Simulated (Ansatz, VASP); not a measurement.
**Be in VASP and in Ansatz**

INCAR

```
SYSTEM = Be
PREC = Accurate ; ENCUT = 520
EDIFF = 1E-6 ; ISMEAR = 0
SIGMA = 0.2 ; LREAL = .False.
LASPH = .True. ; NELM = 100
ALGO = Normal ; ISIF = 2
LWAVE = .False. ; LCHARG = .False.
GGA = PE ; NBANDS = 9
```

The input KPOINTS:

```
Automatic mesh
0
Gamma
  16 16 9
  0 0 0
```

Contents of POSCAR:

```
Be
1.0
    2.2656737714      0.0000000000      0.0000000000
   -1.1328368857      1.9621310427      0.0000000000
    0.0000000000      0.0000000000      3.5587036811
Be
2
Direct
    0.3333333333      0.6666666667      0.2500000000
    0.6666666667      0.3333333333      0.7500000000
```

Input for Ansatz:

```yaml
crystal:
  lattice:
    - [2.2656737714, 0.0, 0.0]
    - [-1.1328368857, 1.9621310427, 0.0]
    - [0.0, 0.0, 3.5587036811]
  atoms:
    - { symbol: Be, position: [0.3333333333, 0.6666666667, 0.25] }
    - { symbol: Be, position: [0.6666666667, 0.3333333333, 0.75] }
hamiltonian:
  xc: pbe
  pseudopotentials:
    kind: paw
    azcp:
      Be: "pseudopotentials/Be.paw.azcp"
basis:
  ecutwfc: 420
  fft_grid_basis: typed
kpoints:
  mp_grid: { grid: [16, 16, 9], shift: [0, 0, 0] }
magnetization:
  spin_polarized: false
scf:
  occupations: { method: gaussian, width: 0.2 }
  lower_state_search: "off"
output:
  stress: true
```

Alike in both runs: task single point; functional PBE; k mesh 16 × 16 × 9; occupations gaussian, width 0.2 eV; no spin polarisation.

|  | VASP | Ansatz |
| --- | --- | --- |
| version | VASP 6.6.1 | Ansatz 0.2.0 |
| potentials or method | VASP PAW PBE potentials, release 64 (Be), cutoff 520 eV | plane waves (420 eV) with PAW, scalar-relativistic |
| valence electrons in the cell | 4 | 4 |

Ansatz gave:

```
pressure (GPa) : 0.0
```

Problem. Which values does VASP return?

Solution. Pressure (GPa): 0.1.
